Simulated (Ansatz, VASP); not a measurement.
## KCl in VASP and in Ansatz

The input INCAR:

```
  PREC = Accurate
  ENCUT = 400
  EDIFF = 1E-8
  ISMEAR = -1
  SIGMA = 0.01
  LREAL = False
  LASPH = True
  NELM = 120
  ALGO = Normal
  ISIF = 2
  LWAVE = False
  LCHARG = False
  GGA = PS
  LEFG = True
  NBANDS = 15
  GGA_COMPAT = False
```

The input KPOINTS:

```
Automatic mesh
0
Gamma
  7 7 7
```

File POSCAR:

```
KCl
1.0
    3.6703400000      0.0000000000      0.0000000000
    0.0000000000      3.6703400000      0.0000000000
    0.0000000000      0.0000000000      3.6340000000
K Cl
1 1
Direct
    0.0000000000      0.0000000000      0.0000000000
    0.5000000000      0.5000000000      0.5000000000
```

Input for Ansatz:

```yaml
crystal:
  lattice:
    - [3.67034, 0.0, 0.0]
    - [0.0, 3.67034, 0.0]
    - [0.0, 0.0, 3.634]
  atoms:
    - { symbol: K, position: [0.0, 0.0, 0.0] }
    - { symbol: Cl, position: [0.5, 0.5, 0.5] }
kpoints:
  mp_grid: { grid: [7, 7, 7] }
scf:
  occupations: { method: fermi_dirac, width: 0.01 }
hamiltonian:
  xc: pbesol
  pseudopotentials: { kind: all_electron, datasets: crystal }
output:
  forces: true
  stress: true
  eigenvalues: true
  efg: { contact_densities: true }
```

Change from the starting cell: equal xx and yy strain of +1 %, crystal datasets.

Alike in both runs: task electric field gradients; functional PBEsol; k mesh 7 × 7 × 7; occupations fermi-dirac, width 0.01 eV; no spin polarisation.

```csv
,VASP,Ansatz
version,VASP 6.6.1,Ansatz 0.2.0
potentials or method,"VASP PAW PBE potentials, release 64 (K_sv, Cl), cutoff 400 eV","all-electron PAW with datasets made for the crystal, scalar-relativistic"
```

```tsv
	VASP	Ansatz	Ansatz less VASP
gap on the k mesh at the Fermi level (eV)	5.25	5.26	+0.006
pressure (GPa)	1.8	1.7	-0.10
traceless stress, the component that is largest in VASP (GPa)	0.33	0.33	+0.001
size of Vzz on the site where it differs most (V/Å²)	2.6	2.6	+0.06
```

VASP's potentials were made for PBE, not for PBEsol. Ansatz ran all-electron here, and VASP with PAW potentials.
